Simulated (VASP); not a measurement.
# CdI2 (P-3m1) in VASP: further runs

Aim: see how the results for CdI2 move with the level of theory and the settings. Levels: PBE+D3(BJ), r2SCAN, PBE. Tasks: single point, relaxation of the atoms.

Program: VASP 6.6.1. These are calculated values, not measurements. Logs are shortened: lines on timing, memory, paths and dates and some standing lists are left out, and cuts for length are marked.

### 1 The cell of the first run

Symmetry: P-3m1, No. 164, trigonal system. The conventional cell has a = 4.291 Å, b = 4.291 Å, c = 7.304 Å, α = 90.00°, β = 90.00°, γ = 120.00°. Within 4.0 Å of Cd (site symmetry -3m) lie 6 I at 3.02 Å. Within 4.0 Å of I (site symmetry 3m) lie 3 Cd at 3.02 Å.

### 2 Single point, PBE+D3(BJ)

Input file INCAR:

```
PREC = Accurate
ENCUT = 500
EDIFF = 1E-6
ISMEAR = 1
SIGMA = 0.1
LREAL = False
LASPH = True
NELM = 120
ALGO = Normal
ISIF = 2
LWAVE = False
LCHARG = False
GGA = PE
IVDW = 12
NBANDS = 20
GGA_COMPAT = False
```

Input file KPOINTS:

```
Automatic mesh
0
Gamma
  6 6 2
```

Input file POSCAR:

```
CdI2
1.0
    4.2910112908      0.0000000000      0.0000000000
   -2.1455056454      3.7161247857      0.0000000000
    0.0000000000      0.0000000000      7.3035834400
Cd I
1 2
Direct
    0.0000000000      0.0000000000      0.0000000000
    0.3333333333      0.6666666667      0.2357908500
    0.6666666667      0.3333333333      0.7642091500
```

Potentials or basis: VASP PAW PBE potentials, release 64 (Cd, I).

On the command line:

```console
$ cat potpaw_PBE.64/Cd/POTCAR potpaw_PBE.64/I/POTCAR > POTCAR
$ mpirun -np 1 vasp_std > vasp.out
```

OUTCAR:

```text
PREC = Accurate
   ENCUT = 500
   EDIFF = 1E-6
   ISMEAR = 1
   LREAL = False
   LASPH = True
   NELM = 120
   ISIF = 2
   GGA = PE
   IVDW = 12
 IVDW          = 12

 ion  position               nearest neighbor table
   1  0.000  0.000  0.000-   2 3.02   3 3.02   2 3.02   3 3.02   3 3.02   2 3.02
   2  0.333  0.667  0.236-   1 3.02   1 3.02   1 3.02
   3  0.667  0.333  0.764-   1 3.02   1 3.02   1 3.02

  LATTYP: Found a hexagonal cell.
 ALAT       =     4.2910112908
 C/A-ratio  =     1.7020657708

  Lattice vectors:

 A1 = (   4.2910112908,   0.0000000000,   0.0000000000)
 A2 = (  -2.1455056454,   3.7161247857,   0.0000000000)
 A3 = (   0.0000000000,   0.0000000000,   7.3035834400)

Analysis of symmetry for initial positions (statically):
=====================================================================
 Subroutine PRICEL returns:
 Original cell was already a primitive cell.

 Routine SETGRP: Setting up the symmetry group for a
 hexagonal supercell.

 Subroutine GETGRP returns: Found 12 space group operations
 (whereof 12 operations were pure point group operations)
 out of a pool of 24 trial point group operations.

The static configuration has the point symmetry D_3d.

Analysis of symmetry for dynamics (positions and initial velocities):
=====================================================================
 Subroutine PRICEL returns:
 Original cell was already a primitive cell.

 Routine SETGRP: Setting up the symmetry group for a
 hexagonal supercell.

 Subroutine GETGRP returns: Found 12 space group operations
 (whereof 12 operations were pure point group operations)
 out of a pool of 24 trial point group operations.

The dynamic configuration has the point symmetry D_3d.

 Subroutine INISYM returns: Found 12 space group operations
 (whereof 12 operations are pure point group operations),
 and found     1 'primitive' translations

----------------------------------------------------------------------------------------

                                     Primitive cell

  volume of cell :     116.4625

  direct lattice vectors                    reciprocal lattice vectors
     4.291011291  0.000000000  0.000000000     0.233045297  0.134548765  0.000000000
    -2.145505645  3.716124786  0.000000000     0.000000000  0.269097530  0.000000000
     0.000000000  0.000000000  7.303583440     0.000000000  0.000000000  0.136919090

  length of vectors
     4.291011291  4.291011291  7.303583440     0.269097530  0.269097530  0.136919090

  position of ions in fractional coordinates (direct lattice)
     0.000000000  0.000000000  0.000000000
     0.333333333  0.666666667  0.235790850
     0.666666667  0.333333333  0.764209150

  ion indices of the primitive-cell ions
   primitive index   ion index
                 1           1
                 2           2
                 3           3

----------------------------------------------------------------------------------------

 KPOINTS: Automatic mesh

Automatic generation of k-mesh.
 Grid dimensions read from file:
 generate k-points for:    6    6    2

 Generating k-lattice:

  Cartesian coordinates                     Fractional coordinates (reciprocal lattice)
     0.038840883  0.022424794  0.000000000     0.166666667  0.000000000  0.000000000
     0.000000000  0.044849588  0.000000000     0.000000000  0.166666667  0.000000000
     0.000000000  0.000000000  0.068459545     0.000000000  0.000000000  0.500000000

  Length of vectors
     0.044849588  0.044849588  0.068459545

  Shift w.r.t. Gamma in fractional coordinates (k-lattice)
     0.000000000  0.000000000  0.000000000

 Subroutine IBZKPT returns following result:
 ===========================================

 Found     14 irreducible k-points:

 Following reciprocal coordinates:
            Coordinates               Weight
  0.000000  0.000000  0.000000      1.000000
  0.166667  0.000000  0.000000      6.000000
  0.333333 -0.000000  0.000000      6.000000
  0.500000  0.000000  0.000000      3.000000
  0.166667  0.166667  0.000000      6.000000
  0.333333  0.166667  0.000000     12.000000
  0.333333  0.333333  0.000000      2.000000
  0.000000  0.000000  0.500000      1.000000
  0.166667  0.000000  0.500000      6.000000
  0.333333 -0.000000  0.500000      6.000000
  0.500000  0.000000  0.500000      3.000000
  0.166667  0.166667  0.500000      6.000000
  0.333333  0.166667  0.500000     12.000000
  0.333333  0.333333  0.500000      2.000000
   k-points           NKPTS =     14   k-points in BZ     NKDIM =     14   number of bands    NBANDS=     20
   number of dos      NEDOS =    301   number of ions     NIONS =      3
   total plane-waves  NPLWV =  55296
   dimension x,y,z NGX =    32 NGY =   32 NGZ =   54
   dimension x,y,z NGXF=    64 NGYF=   64 NGZF=  108
   ions per type =               1   2
   NGX,Y,Z   is equivalent  to a cutoff of  12.40, 12.40, 12.29 a.u.
   NGXF,Y,Z  is equivalent  to a cutoff of  24.80, 24.80, 24.58 a.u.
 SYSTEM =  unknown system
   PREC   = accura    normal or accurate (medium, high low for compatibility)
   ISTART =      0    job   : 0-new  1-cont  2-samecut
   ICHARG =      2    charge: 1-file 2-atom 10-const
   ISPIN  =      1    spin polarized calculation?
   LNONCOLLINEAR =      F non collinear calculations
   LSORBIT =      F    spin-orbit coupling
   LASPH  =      T    aspherical Exc in radial PAW
   ENCUT  =  500.0 eV  36.75 Ry    6.06 a.u.   7.82  7.82 13.32*2*pi/ulx,y,z
   NELM   =    120;   NELMIN=  2; NELMDL= -5     # of ELM steps
   EDIFF  = 0.1E-05   stopping-criterion for ELM
   LREAL  =      F    real-space projection
   EDIFFG = 0.1E-04   stopping-criterion for IOM
   NSW    =      0    number of steps for IOM
   IBRION =     -1    ionic relax: 0-MD 1-quasi-New 2-CG
   NFREE  =      0    steps in history (QN), initial steepest desc. (CG)
   ISIF   =      2    stress and relaxation
   ISYM   =      2    0-nonsym 1-usesym 2-fastsym
   POTIM  = 0.5000    time-step for ionic-motion
   TEBEG  =    0.0;   TEEND  =   0.0 temperature during run
   PSTRESS=    0.0 pullay stress
   NELECT =      26.0000    total number of electrons
   NUPDOWN=      -1.0000    fix difference up-down
   EMIN   =  10.00;   EMAX   =-10.00  energy-range for DOS
   EFERMI =   0.00;   METHOD = LEGACY
   ISMEAR =     1;   SIGMA  =   0.10  broadening in eV -4-tet -1-fermi 0-gaus
   EFERMI_NEDOS =   21; number of points for ismear=-14 and -15
   IALGO  =     38    algorithm
   IMIX   =      4    mixing-type and parameters
     AMIX     =   0.40;   BMIX     =  1.00
     AMIX_MAG =   1.60;   BMIX_MAG =  1.00
  volume/ion in A,a.u.               =      38.82       261.98
  Fermi-wavevector in a.u.,A,eV,Ry     =   0.993125  1.876734 13.419392  0.986298
  Thomas-Fermi vector in A             =   2.124985
   LORBIT       =      0    0 simple, 1 ext, 2 COOP (PROOUT), +10 PAW based schemes
   GGA     = PE    functional components
   LHFCALC =     F    Hartree Fock is set to
   AEXX    =    0.0000 exact exchange contribution
   IVDW    =    12    specifies the selected vdW correction
   LEPSILON=     F    determine dielectric tensor
   LRPA    =     F    only Hartree local field effects (RPA)
 non-spin polarized calculation
 Methfessel and Paxton  Order N= 1 SIGMA  =   0.10
  energy-cutoff  :      500.00
  volume of cell :      116.46
 maximum number of plane-waves:      2988
 NGX is ok and might be reduce to    32
   NGX = 15   NGY = 15   NGZ = 27

 number of electron      26.0000001 magnetization

 Free energy of the ion-electron system (eV)
  ---------------------------------------------------
  ext. energy  EPLUGINS =         0.00000000
  ---------------------------------------------------
  free energy    TOTEN  =        -5.53679430 eV

  energy without entropy =       -5.53906057  energy(sigma->0) =       -5.53754973

 E-fermi :   1.3153     XC(G=0):  -8.1330

 val. band max:        1.2571719859   @ k =   0.0000   0.0000   0.5000
 cond. band min:       3.6500596030   @ k =   0.5000   0.0000   0.5000
 fundamental gap:      2.3928876171
 Fermi energy:         1.3153453513

 k-point     1 :       0.0000    0.0000    0.0000
  band No.  band energies     occupation
      1     -10.6278      2.00000
      2     -10.0609      2.00000
      3      -6.2328      2.00000
      4      -6.2328      2.00000
      5      -6.1199      2.00000
      6      -6.0500      2.00000
[... 12 lines left out ...]
     19      10.0962      0.00000
     20      10.3429      0.00000

 k-point     2 :       0.1667    0.0000    0.0000
  band No.  band energies     occupation
      1     -10.5075      2.00000
      2     -10.0388      2.00000
      3      -6.2157      2.00000
      4      -6.1762      2.00000
      5      -6.0957      2.00000
      6      -6.0546      2.00000
[... 12 lines left out ...]
     19       9.5934      0.00000
     20       9.8872      0.00000

 k-point     3 :       0.3333   -0.0000    0.0000
  band No.  band energies     occupation
      1     -10.2355      2.00000
      2     -10.0028      2.00000
      3      -6.1982      2.00000
      4      -6.1246      2.00000
      5      -6.0498      2.00000
      6      -6.0170      2.00000
[... 12 lines left out ...]
     19       9.6156      0.00000
     20      10.0165      0.00000

 k-point     4 :       0.5000    0.0000    0.0000
  band No.  band energies     occupation
      1     -10.0413      2.00000
      2     -10.0285      2.00000
      3      -6.1974      2.00000
      4      -6.1328      2.00000
      5      -6.0378      2.00000
      6      -5.9934      2.00000
[... 199 lines left out ...]
 k-point    13 :       0.3333    0.1667    0.5000
  band No.  band energies     occupation
      1     -10.0591      2.00000
      2     -10.0112      2.00000
      3      -6.1582      2.00000
      4      -6.1062      2.00000
      5      -6.0390      2.00000
      6      -6.0087      2.00000
[... 12 lines left out ...]
     19       9.5488      0.00000
     20      10.5721      0.00000

 k-point    14 :       0.3333    0.3333    0.5000
  band No.  band energies     occupation
      1      -9.9921      2.00000
      2      -9.9921      2.00000
      3      -6.0788      2.00000
      4      -6.0788      2.00000
      5      -6.0233      2.00000
      6      -6.0098      2.00000
[... 12 lines left out ...]
     19      10.1732      0.00000
     20      10.1742      0.00000

------------------------ aborting loop because EDIFF is reached ----------------------------------------

 Edisp (eV)   -0.91604

 E8    (eV) :    -0.4108

  FORCE on cell =-STRESS in cart. coord.  units (eV):
  Direction    XX          YY          ZZ          XY          YZ          ZX
  --------------------------------------------------------------------------------------
  -------------------------------------------------------------------------------------
  Total      -0.49488    -0.49488    -0.49491    -0.00000     0.00000     0.00000
  in kB      -6.80801    -6.80801    -6.80846    -0.00000     0.00000     0.00000
  external pressure =       -6.81 kB  Pullay stress =        0.00 kB

 VOLUME and BASIS-vectors are now :
 -----------------------------------------------------------------------------
  energy-cutoff  :      500.00
  volume of cell :      116.46
      direct lattice vectors                 reciprocal lattice vectors
     4.291011291  0.000000000  0.000000000     0.233045297  0.134548765  0.000000000
    -2.145505645  3.716124786  0.000000000     0.000000000  0.269097530  0.000000000
     0.000000000  0.000000000  7.303583440     0.000000000  0.000000000  0.136919090

 POSITION                                       TOTAL-FORCE (eV/Angst)
 -----------------------------------------------------------------------------------
      0.00000      0.00000      0.00000        -0.000000      0.000000      0.000000
     -0.00000      2.47742      1.72212         0.000000      0.000000      0.048235
      2.14551      1.23871      5.58147        -0.000000     -0.000000     -0.048235
 -----------------------------------------------------------------------------------
    total drift:                               -0.000000     -0.000000     -0.000000

  FREE ENERGIE OF THE ION-ELECTRON SYSTEM (eV)
  ---------------------------------------------------
  free  energy   TOTEN  =        -6.4528372437 eV

  energy  without entropy=       -6.4551035148  energy(sigma->0) =       -6.45359267
```

Run time: 56 s. Hardware: 1 thread of Intel Xeon 8259CL, shared host; peak memory 0.24 GiB.

Results:

* Free energy: -6.4528 eV
* Pressure: -0.7 GPa
* Largest force: 0.048 eV/Å
* Band gap on the k mesh: 2.39 eV (least direct gap 2.54 eV)
* Dispersion energy per atom: -0.305 eV

Forces on the atoms (eV/Å):
```
Cd   0.000  0.000  0.000
I    0.000  0.000  0.048
I    0.000  0.000 -0.048
```

Caveat: the k points lie up to 0.43 Å⁻¹ apart; three body term missing; spin-orbit coupling is left out, which moves the levels of the heavy elements. A k mesh can miss the band edges.

### 3 Single point, r2SCAN

POSCAR is that of step 2.

Input file INCAR.step1:

```
SYSTEM = CdI2
ALGO = Normal ; EDIFF = 1E-5
ENCUT = 550 ; GGA = PE
GGA_COMPAT = .False. ; ISMEAR = 0
LASPH = .True. ; LCHARG = .False.
LREAL = .False. ; LWAVE = .True.
NBANDS = 20 ; NELM = 120
PREC = Accurate ; SIGMA = 0.1
```

Input file INCAR.step2:

```
SYSTEM = CdI2
ALGO = Normal ; EDIFF = 1E-6
ENCUT = 550 ; GGA_COMPAT = .False.
ISIF = 2 ; ISMEAR = 0
ISTART = 1 ; LASPH = .True.
LCHARG = .True. ; LELF = .True.
LMIXTAU = .True. ; LREAL = .False.
LVHAR = .True. ; LWAVE = .False.
METAGGA = R2SCAN ; NBANDS = 20
NELM = 120 ; PREC = Accurate
SIGMA = 0.1
```

Input file KPOINTS:

```
k-points
0
Gamma
  6 6 2
  0 0 0
```

Potentials or basis: VASP PAW PBE potentials, release 64 (Cd, I).

On the command line:

```console
$ cat potpaw_PBE.64/Cd/POTCAR potpaw_PBE.64/I/POTCAR > POTCAR
$ cp INCAR.step1 INCAR
$ mpirun -np 1 vasp_std > vasp.out
$ cp INCAR.step2 INCAR
$ mpirun -np 1 vasp_std > vasp.out
```

OUTCAR:

```text
SYSTEM = CdI2
   EDIFF = 1E-6
   ENCUT = 550
   ISIF = 2
   ISMEAR = 0
   ISTART = 1
   LASPH = .True.
   LREAL = .False.
   METAGGA = R2SCAN
   NELM = 120
   PREC = Accurate

 ion  position               nearest neighbor table
   1  0.000  0.000  0.000-   2 3.02   3 3.02   2 3.02   3 3.02   3 3.02   2 3.02
   2  0.333  0.667  0.236-   1 3.02   1 3.02   1 3.02
   3  0.667  0.333  0.764-   1 3.02   1 3.02   1 3.02

  LATTYP: Found a hexagonal cell.
 ALAT       =     4.2910112908
 C/A-ratio  =     1.7020657708

  Lattice vectors:

 A1 = (   4.2910112908,   0.0000000000,   0.0000000000)
 A2 = (  -2.1455056454,   3.7161247857,   0.0000000000)
 A3 = (   0.0000000000,   0.0000000000,   7.3035834400)

Analysis of symmetry for initial positions (statically):
=====================================================================
 Subroutine PRICEL returns:
 Original cell was already a primitive cell.

 Routine SETGRP: Setting up the symmetry group for a
 hexagonal supercell.

[... 153 lines left out ...]
  ---------------------------------------------------
  free energy    TOTEN  =       -71.37248531 eV

  energy without entropy =      -71.37248531  energy(sigma->0) =      -71.37248531

 E-fermi :   1.3685     XC(G=0):  -8.5409

 val. band max:        0.9379375648   @ k =   0.0000   0.0000   0.5000
 cond. band min:       3.7705045083   @ k =   0.5000   0.0000   0.5000
 fundamental gap:      2.8325669435
 Fermi energy:         1.3684562934

 k-point     1 :       0.0000    0.0000    0.0000
  band No.  band energies     occupation
      1     -11.2949      2.00000
      2     -10.6963      2.00000
      3      -6.8203      2.00000
      4      -6.8203      2.00000
      5      -6.6962      2.00000
      6      -6.6294      2.00000
[... 311 lines left out ...]
     19      10.4346      0.00000
     20      10.4426      0.00000

------------------------ aborting loop because EDIFF is reached ----------------------------------------

  FORCE on cell =-STRESS in cart. coord.  units (eV):
  Direction    XX          YY          ZZ          XY          YZ          ZX
  --------------------------------------------------------------------------------------
  -------------------------------------------------------------------------------------
  Total       -0.0366196     -0.0366196     -0.1404186      0.0000000      0.0000000      0.0000000
  in kB       -0.5037768     -0.5037768     -1.9317421      0.0000000      0.0000000      0.0000000
  external PRESSURE =      -0.9797652 kB  Pullay stress =       0.0000000 kB

 VOLUME and BASIS-vectors are now :
 -----------------------------------------------------------------------------
  energy-cutoff  :      550.00
  volume of cell :      116.46
      direct lattice vectors                 reciprocal lattice vectors
     4.291011291  0.000000000  0.000000000     0.233045297  0.134548765  0.000000000
    -2.145505645  3.716124786  0.000000000     0.000000000  0.269097530  0.000000000
     0.000000000  0.000000000  7.303583440     0.000000000  0.000000000  0.136919090

 POSITION                                       TOTAL-FORCE (eV/Angst)
 -----------------------------------------------------------------------------------
      0.00000      0.00000      0.00000         0.000000      0.000000      0.000000
     -0.00000      2.47742      1.72212        -0.000000     -0.000000     -0.009669
      2.14551      1.23871      5.58147         0.000000      0.000000      0.009669
 -----------------------------------------------------------------------------------
    total drift:                                0.000000      0.000000     -0.000000

  FREE ENERGIE OF THE ION-ELECTRON SYSTEM (eV)
  ---------------------------------------------------
  free  energy   TOTEN  =       -71.3724853075 eV

  energy  without entropy=      -71.3724853075  energy(sigma->0) =      -71.37248531
```

OSZICAR.step1:

```text
N       E                     dE             d eps       ncg     rms          rms(c)
DAV:   1     0.163936301452E+03    0.16394E+03   -0.11697E+04   560   0.115E+03
DAV:   2     0.394839435738E+01   -0.15999E+03   -0.15480E+03   688   0.249E+02
DAV:   3    -0.572225034225E+01   -0.96706E+01   -0.96439E+01   680   0.613E+01
DAV:   4    -0.588539937100E+01   -0.16315E+00   -0.16312E+00   752   0.765E+00
DAV:   5    -0.588719485806E+01   -0.17955E-02   -0.17955E-02   672   0.799E-01    0.583E+00
DAV:   6    -0.556520043489E+01    0.32199E+00   -0.57231E-01   580   0.743E+00    0.497E+00
DAV:   7    -0.553775121822E+01    0.27449E-01   -0.18658E-01   632   0.261E+00    0.215E+00
DAV:   8    -0.553783096076E+01   -0.79743E-04   -0.23404E-02   608   0.162E+00    0.396E-01
DAV:   9    -0.553775004230E+01    0.80918E-04   -0.25517E-03   620   0.519E-01    0.122E-01
DAV:  10    -0.553777091293E+01   -0.20871E-04   -0.31946E-04   632   0.174E-01    0.371E-02
DAV:  11    -0.553778314446E+01   -0.12232E-04   -0.40303E-05   624   0.525E-02    0.189E-02
DAV:  12    -0.553778333945E+01   -0.19499E-06   -0.41136E-06   336   0.214E-02
   1 F= -.55377833E+01 E0= -.55377833E+01  d E =-.230874E-11
```

Run time: 5.4 min. Hardware: 1 thread of Intel Xeon 8259CL, shared host; peak memory 0.29 GiB.

What came out:

| Property | Result |
| --- | --- |
| Free energy | -71.3725 eV |
| Pressure | -0.1 GPa |
| Largest force | 0.010 eV/Å |
| Band gap on the k mesh | 2.83 eV (least direct gap 3.12 eV) |

Forces on the atoms (eV/Å):
```
Cd   0.000  0.000  0.000
I    0.000  0.000 -0.010
I    0.000  0.000  0.010
```

Stress tensor (GPa, compression positive):
```
-0.05  0.00  0.00
 0.00 -0.05  0.00
 0.00  0.00 -0.19
```

Caveat: the k points lie up to 0.43 Å⁻¹ apart; the PAW data sets were made with another functional, which shifts forces and pressure a little; spin-orbit coupling is left out, which moves the levels of the heavy elements. A k mesh can miss the band edges.

(Part 1 of 2 ends here.)
